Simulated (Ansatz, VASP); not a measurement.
# Two plane-wave programs on AlGa3N4

```
Al Ga N
1.0
     5.15490    0.00000    0.00006
     0.00000    3.18112    0.00000
    -0.00340    0.00000    5.39632
Al Ga N
1 3 4
Cartesian
  -0.0014 1.5906 3.6042
  2.5684 1.5906 1.8041
  2.5663 0.0000 4.4832
  5.1495 0.0000 0.9005
  0.6193 1.5906 1.8247
  0.6065 0.0000 4.4483
  3.2006 0.0000 0.9083
  3.2555 1.5906 3.6122
```

Alike in both runs: task single point; functional PBEsol; k mesh 6 × 8 × 6; occupations gaussian, width 0.02 eV; no spin polarisation.

|  | VASP | Ansatz |
| --- | --- | --- |
| version | VASP 6.6.1 | Ansatz 0.2.0 |
| potentials or method | VASP PAW PBE potentials, release 64 (Al, Ga_d, N), cutoff 520 eV | scalar-relativistic, plane waves, PAW |
| valence electrons in the cell | 62 | 62 |

```tsv
	VASP	Ansatz	Ansatz less VASP
gap on the k mesh at the Fermi level (eV)	2.37	2.35	-0.018
least direct gap on the mesh (eV)	2.37	2.35	-0.018
pressure (GPa)	1.3	1.5	+0.15
traceless stress, the component that is largest in VASP (GPa)	2.93	2.91	-0.011
rms of the force components (eV/Å)	0.004	0.001	-0.0031
```

VASP's potentials were made for PBE, not for PBEsol. Atom by atom the forces differ by 0.004 eV/Å (rms over components).
